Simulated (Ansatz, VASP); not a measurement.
# Two plane-wave programs on Si3N4

```
Si N
1.0
     0.00000    3.84561    3.84561
     3.84561    0.00000    3.84561
     3.84561    3.84561    0.00000
Si N
6 8
Direct
  0.62500 0.62500 0.62500
  0.12500 0.62500 0.62500
  0.62500 0.62500 0.12500
  0.62500 0.12500 0.62500
  0.00000 0.00000 0.00000
  0.25000 0.25000 0.25000
  0.38243 0.38243 0.38243
  0.39730 0.86757 0.86757
  0.38243 0.38243 0.85270
  0.86757 0.39730 0.86757
  0.85270 0.38243 0.38243
  0.86757 0.86757 0.86757
  0.38243 0.85270 0.38243
  0.86757 0.86757 0.39730
```

Alike in both runs: functional LDA; k mesh 6 × 6 × 6; no spin polarisation.

Ansatz relaxed the structure, and its values are those at the end. VASP's run is a single point on that final structure, the one shown.

|  | VASP | Ansatz |
| --- | --- | --- |
| version | VASP 6.6.1 | Ansatz 0.2.0 |
| potentials or method | VASP PAW LDA potentials, release 64 (Si, N), cutoff 520 eV | scalar-relativistic, plane waves, PAW |
| occupations | gaussian, width 0.01 eV | fixed |
| valence electrons in the cell | 64 | 64 |

VASP gave:

- gap on the k mesh at the Fermi level (eV): 3.35
- least direct gap on the mesh (eV): 3.38
- pressure (GPa): 0.7
- rms of the force components (eV/Å): 0.007

Problem. Which values does Ansatz return?

Solution. gap on the k mesh at the Fermi level (eV): 3.36; least direct gap on the mesh (eV): 3.39; pressure (GPa): 0.0; rms of the force components (eV/Å): 0.000.

LDA's correlation is that of Perdew and Zunger in VASP and of Perdew and Wang (1992) in Ansatz.
